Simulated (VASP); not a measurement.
# BaZnSbCl (P4/nmm) in VASP: notebook, part 2 of 2

VASP 6.6.1. Earlier steps stand in the parts before.

**3. Single point, PBE+D4**

The input, INCAR:

```
PREC     = Accurate       # precision mode
ENCUT    = 520            # plane-wave cutoff, eV
EDIFF    = 1E-6           # SCF threshold, eV
ISMEAR   = -1             # smearing method
SIGMA    = 0.1            # smearing width, eV
LREAL    = False          # projectors in reciprocal space
LASPH    = True           # aspherical terms in the spheres
NELM     = 60             # most SCF steps
ALGO     = Normal         # electronic algorithm
ISIF     = 2              # what is computed and relaxed
LWAVE    = False          # write WAVECAR
LCHARG   = False          # write CHGCAR
GGA      = PE             # functional
IVDW     = 13             # dispersion correction
NBANDS   = 44             # bands
```

The input, KPOINTS:

```
Automatic mesh
0
Gamma
  4 4 2
```

The input, POSCAR:

```
BaZnSbCl
1.0
    4.7021810000      0.0000000000      0.0000000000
    0.0000000000      4.7021810000      0.0000000000
    0.0000000000      0.0000000000     10.3602020000
Ba Cl Zn Sb
2 2 2 2
Direct
    0.7500000000      0.7500000000      0.3507900000
    0.2500000000      0.2500000000      0.6492100000
    0.2500000000      0.7500000000      0.5000000000
    0.7500000000      0.2500000000      0.5000000000
    0.2500000000      0.7500000000      0.0000000000
    0.7500000000      0.2500000000      0.0000000000
    0.2500000000      0.2500000000      0.1660400000
    0.7500000000      0.7500000000      0.8339600000
```

Potentials or basis: VASP PAW PBE potentials, release 64 (Ba_sv, Cl, Zn, Sb).

Run with:

```console
$ cat potpaw_PBE.64/Ba_sv/POTCAR potpaw_PBE.64/Cl/POTCAR potpaw_PBE.64/Zn/POTCAR potpaw_PBE.64/Sb/POTCAR > POTCAR
$ mpirun -np 1 vasp_std > vasp.out
```

OUTCAR:

```text
PREC = Accurate
   ENCUT = 520
   EDIFF = 1E-6
   ISMEAR = -1
   LREAL = False
   LASPH = True
   NELM = 60
   ISIF = 2
   GGA = PE
   IVDW = 13

 ion  position               nearest neighbor table
   1  0.750  0.750  0.351-   3 2.81   4 2.81   4 2.81   3 2.81   7 3.84   7 3.84   7 3.84   7 3.84
                             2 4.54   2 4.54   2 4.54   2 4.54
   2  0.250  0.250  0.649-   3 2.81   4 2.81   3 2.81   4 2.81   8 3.84   8 3.84   8 3.84   8 3.84
                             1 4.54   1 4.54   1 4.54   1 4.54
   3  0.250  0.750  0.500-   1 2.81   2 2.81   2 2.81   1 2.81
   4  0.750  0.250  0.500-   1 2.81   2 2.81   1 2.81   2 2.81
   5  0.250  0.750  0.000-   7 2.91   8 2.91   7 2.91   8 2.91
   6  0.750  0.250  0.000-   7 2.91   8 2.91   8 2.91   7 2.91
   7  0.250  0.250  0.166-   5 2.91   6 2.91   5 2.91   6 2.91   1 3.84   1 3.84   1 3.84   1 3.84

   8  0.750  0.750  0.834-   5 2.91   6 2.91   6 2.91   5 2.91   2 3.84   2 3.84   2 3.84   2 3.84

  LATTYP: Found a simple tetragonal cell.
 ALAT       =     4.7021810000
 C/A-ratio  =     2.2032758841

  Lattice vectors:

 A1 = (   4.7021810000,   0.0000000000,   0.0000000000)
 A2 = (   0.0000000000,   4.7021810000,   0.0000000000)
 A3 = (   0.0000000000,   0.0000000000,  10.3602020000)

Analysis of symmetry for initial positions (statically):
=====================================================================
 Subroutine PRICEL returns:
 Original cell was already a primitive cell.

 Routine SETGRP: Setting up the symmetry group for a
 simple tetragonal supercell.

 Subroutine GETGRP returns: Found 16 space group operations
 (whereof  4 operations were pure point group operations)
 out of a pool of 16 trial point group operations.

The static configuration has the point symmetry C_2h.
 The point group associated with its full space group is D_4h.

Analysis of symmetry for dynamics (positions and initial velocities):
=====================================================================
 Subroutine PRICEL returns:
 Original cell was already a primitive cell.

 Routine SETGRP: Setting up the symmetry group for a
 simple tetragonal supercell.

 Subroutine GETGRP returns: Found 16 space group operations
 (whereof  4 operations were pure point group operations)
 out of a pool of 16 trial point group operations.

The dynamic configuration has the point symmetry C_2h.
 The point group associated with its full space group is D_4h.

 Subroutine INISYM returns: Found 16 space group operations
 (whereof  4 operations are pure point group operations),
 and found     1 'primitive' translations

----------------------------------------------------------------------------------------

                                     Primitive cell

  volume of cell :     229.0693

  direct lattice vectors                    reciprocal lattice vectors
     4.702181000  0.000000000  0.000000000     0.212667271  0.000000000  0.000000000
     0.000000000  4.702181000  0.000000000     0.000000000  0.212667271  0.000000000
     0.000000000  0.000000000 10.360202000     0.000000000  0.000000000  0.096523215

  length of vectors
     4.702181000  4.702181000 10.360202000     0.212667271  0.212667271  0.096523215

  position of ions in fractional coordinates (direct lattice)
     0.750000000  0.750000000  0.350790000
     0.250000000  0.250000000  0.649210000
[... 56 lines left out ...]
  0.500000  0.250000  0.500000      4.000000
  0.500000  0.500000  0.500000      1.000000
   k-points           NKPTS =     12   k-points in BZ     NKDIM =     12   number of bands    NBANDS=     44
   number of dos      NEDOS =    301   number of ions     NIONS =      8
   total plane-waves  NPLWV = 103680
   dimension x,y,z NGX =    36 NGY =   36 NGZ =   80
   dimension x,y,z NGXF=    72 NGYF=   72 NGZF=  160
   ions per type =               2   2   2   2
   NGX,Y,Z   is equivalent  to a cutoff of  12.73, 12.73, 12.84 a.u.
   NGXF,Y,Z  is equivalent  to a cutoff of  25.46, 25.46, 25.67 a.u.
 SYSTEM =  unknown system
   PREC   = accura    normal or accurate (medium, high low for compatibility)
   ISTART =      0    job   : 0-new  1-cont  2-samecut
   ICHARG =      2    charge: 1-file 2-atom 10-const
   ISPIN  =      1    spin polarized calculation?
   LNONCOLLINEAR =      F non collinear calculations
   LSORBIT =      F    spin-orbit coupling
   LASPH  =      T    aspherical Exc in radial PAW
   ENCUT  =  520.0 eV  38.22 Ry    6.18 a.u.   8.74  8.74 19.26*2*pi/ulx,y,z
   NELM   =     60;   NELMIN=  2; NELMDL= -5     # of ELM steps
   EDIFF  = 0.1E-05   stopping-criterion for ELM
   LREAL  =      F    real-space projection
   EDIFFG = 0.1E-04   stopping-criterion for IOM
   NSW    =      0    number of steps for IOM
   IBRION =     -1    ionic relax: 0-MD 1-quasi-New 2-CG
   NFREE  =      0    steps in history (QN), initial steepest desc. (CG)
   ISIF   =      2    stress and relaxation
   ISYM   =      2    0-nonsym 1-usesym 2-fastsym
   POTIM  = 0.5000    time-step for ionic-motion
   TEBEG  =    0.0;   TEEND  =   0.0 temperature during run
   PSTRESS=    0.0 pullay stress
   NELECT =      68.0000    total number of electrons
   NUPDOWN=      -1.0000    fix difference up-down
   EMIN   =  10.00;   EMAX   =-10.00  energy-range for DOS
   EFERMI =   0.00;   METHOD = LEGACY
   ISMEAR =    -1;   SIGMA  =   0.10  broadening in eV -4-tet -1-fermi 0-gaus
   EFERMI_NEDOS =   21; number of points for ismear=-14 and -15
   IALGO  =     38    algorithm
   IMIX   =      4    mixing-type and parameters
     AMIX     =   0.40;   BMIX     =  1.00
     AMIX_MAG =   1.60;   BMIX_MAG =  1.00
  volume/ion in A,a.u.               =      28.63       193.23
  Fermi-wavevector in a.u.,A,eV,Ry     =   1.092083  2.063737 16.226913  1.192644
  Thomas-Fermi vector in A             =   2.228341
   LORBIT       =      0    0 simple, 1 ext, 2 COOP (PROOUT), +10 PAW based schemes
   GGA     = PE    functional components
   LHFCALC =     F    Hartree Fock is set to
   AEXX    =    0.0000 exact exchange contribution
   IVDW    =    13    specifies the selected vdW correction
   LEPSILON=     F    determine dielectric tensor
   LRPA    =     F    only Hartree local field effects (RPA)
 non-spin polarized calculation
  energy-cutoff  :      520.00
  volume of cell :      229.07
 maximum number of plane-waves:      6191
 NGX is ok and might be reduce to    36
   NGX = 17   NGY = 17   NGZ = 39

 number of electron      67.9999946 magnetization

 Free energy of the ion-electron system (eV)
  ---------------------------------------------------
  ext. energy  EPLUGINS =         0.00000000
  ---------------------------------------------------
  free energy    TOTEN  =       -26.19125315 eV

  energy without entropy =      -26.15778812  energy(sigma->0) =      -26.17452064

 E-fermi :   4.1096     XC(G=0):  -9.1337

 val. band max:        4.0603358192   @ k =   0.0000   0.0000   0.0000
 cond. band min:       4.6439511050   @ k =   0.2500   0.0000   0.5000
 fundamental gap:      0.5836152858
 Fermi energy:         4.1096296237

 k-point     1 :       0.0000    0.0000    0.0000
  band No.  band energies     occupation
      1     -24.3375      2.00000
      2     -24.2643      2.00000
      3     -13.9835      2.00000
      4     -13.0665      2.00000
      5      -9.8579      2.00000
      6      -9.8579      2.00000
[... 553 lines left out ...]
     43       9.0100      0.00000
     44       9.1465      0.00000

------------------------ aborting loop because EDIFF is reached ----------------------------------------

  DFT-D4 for vdW energy calculation

  Edisp (eV):   -2.25249

  FORCE on cell =-STRESS in cart. coord.  units (eV):
  Direction    XX          YY          ZZ          XY          YZ          ZX
  --------------------------------------------------------------------------------------
  -------------------------------------------------------------------------------------
  Total       4.85929     4.85929     2.79971     0.00000     0.00000     0.00000
  in kB      33.98732    33.98732    19.58200     0.00000     0.00000     0.00000
  external pressure =       29.19 kB  Pullay stress =        0.00 kB

 VOLUME and BASIS-vectors are now :
 -----------------------------------------------------------------------------
  energy-cutoff  :      520.00
  volume of cell :      229.07
      direct lattice vectors                 reciprocal lattice vectors
     4.702181000  0.000000000  0.000000000     0.212667271  0.000000000  0.000000000
     0.000000000  4.702181000  0.000000000     0.000000000  0.212667271  0.000000000
     0.000000000  0.000000000 10.360202000     0.000000000  0.000000000  0.096523215

 POSITION                                       TOTAL-FORCE (eV/Angst)
 -----------------------------------------------------------------------------------
      3.52664      3.52664      3.63426        -0.000000     -0.000000     -3.388397
      1.17555      1.17555      6.72595        -0.000000     -0.000000      3.388397
      1.17555      3.52664      5.18010        -0.000000      0.000000      0.000000
      3.52664      1.17555      5.18010         0.000000     -0.000000      0.000000
      1.17555      3.52664      0.00000         0.000000     -0.000000      0.000000
      3.52664      1.17555      0.00000         0.000000      0.000000      0.000000
      1.17555      1.17555      1.72021         0.000000     -0.000000     -0.584997
      3.52664      3.52664      8.63999        -0.000000      0.000000      0.584997
 -----------------------------------------------------------------------------------
    total drift:                                0.000000      0.000000      0.000000

  FREE ENERGIE OF THE ION-ELECTRON SYSTEM (eV)
  ---------------------------------------------------
  free  energy   TOTEN  =       -28.4437407261 eV

  energy  without entropy=      -28.4102756968  energy(sigma->0) =      -28.42700821
```

It took 3.8 min on 1 thread of Oxide Virtual Turin-like, shared host; peak memory 0.35 GiB.

What came out:

```yaml
Free_energy: -28.4437 eV
Pressure: 2.9 GPa
Largest_force: 3.388 eV/Å
Band_gap_on_the_k_mesh: zero (band 34 reaches 4.06 eV, above the bottom of band 35 at 3.99 eV)
Dispersion_energy_per_atom: -0.282 eV
```

Forces on the atoms (eV/Å):
```
Ba   0.000  0.000 -3.388
Ba   0.000  0.000  3.388
Cl   0.000  0.000  0.000
Cl   0.000  0.000  0.000
Zn   0.000  0.000  0.000
Zn   0.000  0.000  0.000
Sb   0.000  0.000 -0.585
Sb   0.000  0.000  0.585
```

Stress tensor (GPa, compression positive):
```
3.40 0.00 0.00
0.00 3.40 0.00
0.00 0.00 1.96
```

Levels at points of the mesh, in eV from the Fermi level:
```csv
k point,band 31,band 32,band 33,band 34,band 35,band 36,band 37,band 38
"(0.00, 0.00, 0.00)",-1.63,-0.61,-0.43,-0.05,-0.05,1.15,1.53,1.99
"(0.50, 0.00, 0.00)",-1.25,-1.25,-0.71,-0.71,1.16,1.16,2.24,2.24
"(0.50, 0.50, 0.00)",-2.21,-2.21,-2.05,-2.05,1.32,1.32,1.72,1.72
"(0.00, 0.00, 0.50)",-1.60,-0.98,-0.55,-0.12,-0.12,1.33,1.64,1.99
"(0.50, 0.00, 0.50)",-1.13,-1.13,-0.69,-0.69,1.04,1.04,2.48,2.48
"(0.50, 0.50, 0.50)",-2.20,-2.20,-1.99,-1.99,1.35,1.35,1.74,1.74
```

Caveat: spin-orbit coupling is left out, which moves the levels of the heavy elements; pairwise dispersion overbinds metals, which lowers pressure and volume; forces of over 1 eV/Å act on the atoms, so gaps and moduli don't describe the material at rest.

**4. Single point, revPBE**

The input, INCAR:

```
  PREC = Accurate
  ENCUT = 520
  EDIFF = 1E-6
  ISMEAR = -1
  SIGMA = 0.1
  LREAL = False
  LASPH = True
  NELM = 100
  ALGO = Normal
  ISIF = 2
  LWAVE = False
  LCHARG = False
  GGA = RE
  NBANDS = 44
```

KPOINTS is that of step 3.

POSCAR is that of step 3.

Run with:

```console
$ cat potpaw_PBE.64/Ba_sv/POTCAR potpaw_PBE.64/Cl/POTCAR potpaw_PBE.64/Zn/POTCAR potpaw_PBE.64/Sb/POTCAR > POTCAR
$ mpirun -np 1 vasp_std > vasp.out
```

It took 4.1 min on 1 thread of Oxide Virtual Turin-like, shared host; peak memory 0.35 GiB.

The run converged. Its results:

* Free energy: -23.9506 eV
* Pressure: 5.8 GPa
* Largest force: 3.482 eV/Å
* Band gap on the k mesh: zero (band 34 reaches 4.15 eV, above the bottom of band 35 at 4.09 eV)

Forces on the atoms (eV/Å):
```
Ba   0.000  0.000 -3.482
Ba   0.000  0.000  3.482
Cl   0.000  0.000  0.000
Cl   0.000  0.000  0.000
Zn   0.000  0.000  0.000
Zn   0.000  0.000  0.000
Sb   0.000  0.000 -0.540
Sb   0.000  0.000  0.540
```

Stress tensor (GPa, compression positive):
```
6.32 0.00 0.00
0.00 6.32 0.00
0.00 0.00 4.78
```

Levels at points of the mesh, in eV from the Fermi level:
```csv
k point,band 32,band 33,band 34,band 35,band 36,band 37
"(0.00, 0.00, 0.00)",-0.55,-0.43,-0.05,-0.05,1.22,1.61
"(0.50, 0.00, 0.00)",-1.25,-0.71,-0.71,1.20,1.20,2.29
"(0.50, 0.50, 0.00)",-2.20,-2.04,-2.04,1.36,1.36,1.77
"(0.00, 0.00, 0.50)",-0.96,-0.50,-0.12,-0.12,1.39,1.68
"(0.50, 0.00, 0.50)",-1.13,-0.69,-0.69,1.09,1.09,2.53
"(0.50, 0.50, 0.50)",-2.20,-1.98,-1.98,1.39,1.39,1.79
```

Caveat: the PAW data sets were made with another functional, which shifts forces and pressure a little; spin-orbit coupling is left out, which moves the levels of the heavy elements.

**5. Single point, PBE**

The input, INCAR:

```
ALGO = Normal ; EDIFF = 1E-6
ENCUT = 520 ; GGA = PE
ISIF = 2 ; ISMEAR = -1
LASPH = True ; LCHARG = True
LELF = True ; LREAL = False
LVHAR = True ; LWAVE = False
NBANDS = 44 ; NELM = 80
PREC = Accurate ; SIGMA = 0.1
```

The input, KPOINTS:

```
k-points
0
Gamma
  4 4 2
```

POSCAR is that of step 4.

Run with:

```console
$ cat potpaw_PBE.64/Ba_sv/POTCAR potpaw_PBE.64/Cl/POTCAR potpaw_PBE.64/Zn/POTCAR potpaw_PBE.64/Sb/POTCAR > POTCAR
$ mpirun -np 1 vasp_std > vasp.out
```

Wall time 3.8 min (1 thread of Oxide Virtual Turin-like, shared host); peak memory 0.35 GiB.

The run converged. Its results:

| Item | Value |
| --- | --- |
| Free energy | -26.1913 eV |
| Pressure | 4.5 GPa |
| Largest force | 3.379 eV/Å |
| Band gap on the k mesh | zero (band 34 reaches 4.06 eV, above the bottom of band 35 at 3.99 eV) |

Forces on the atoms (eV/Å):
```
Ba   0.000  0.000 -3.379
Ba   0.000  0.000  3.379
Cl   0.000  0.000  0.000
Cl   0.000  0.000  0.000
Zn   0.000  0.000  0.000
Zn   0.000  0.000  0.000
Sb   0.000  0.000 -0.574
Sb   0.000  0.000  0.574
```

Stress tensor (GPa, compression positive):
```
5.00 0.00 0.00
0.00 5.00 0.00
0.00 0.00 3.55
```

Levels at points of the mesh, in eV from the Fermi level:
```csv
k point,band 32,band 33,band 34,band 35,band 36,band 37
"(0.00, 0.00, 0.00)",-0.61,-0.43,-0.05,-0.05,1.15,1.53
"(0.50, 0.00, 0.00)",-1.25,-0.71,-0.71,1.16,1.16,2.24
"(0.50, 0.50, 0.00)",-2.21,-2.05,-2.05,1.32,1.32,1.72
"(0.00, 0.00, 0.50)",-0.98,-0.55,-0.12,-0.12,1.33,1.64
"(0.50, 0.00, 0.50)",-1.13,-0.69,-0.69,1.04,1.04,2.48
"(0.50, 0.50, 0.50)",-2.20,-1.99,-1.99,1.35,1.35,1.74
```

Caveat: spin-orbit coupling is left out, which moves the levels of the heavy elements; forces of over 1 eV/Å act on the atoms, so gaps and moduli don't describe the material at rest.

**6. The runs side by side**

| level | gap on the mesh (eV) | pressure (GPa) | largest force (eV/Å) |
| --- | --- | --- | --- |
| PBE | none | 4.5 | 3.38 |
| PBE+D4 | none | 2.9 | 3.39 |
| revPBE | none | 5.8 | 3.48 |

Alike in all rows: task single point; potentials or basis VASP PAW PBE potentials, release 64 (Ba_sv, Cl, Zn, Sb); no spin polarisation; cell as given; k mesh 4 × 4 × 2; cutoff (eV) 520; smearing fermi-dirac 0.1 eV.

Every run on the cell as given and a fine mesh finds a metal. The pressure there spans 2.9 GPa (PBE+D4) to 5.8 GPa (revPBE); a positive pressure means that this level wants a larger cell, a negative one a smaller.

Caveats: spin-orbit coupling is left out, which moves the levels of the heavy elements; forces of over 1 eV/Å act on the atoms, so gaps and moduli don't describe the material at rest (some runs); pairwise dispersion overbinds metals, which lowers pressure and volume (some runs); the PAW data sets were made with another functional, which shifts forces and pressure a little (some runs).

Total energies depend on the potentials used, so only differences within one code and one set of settings carry meaning.
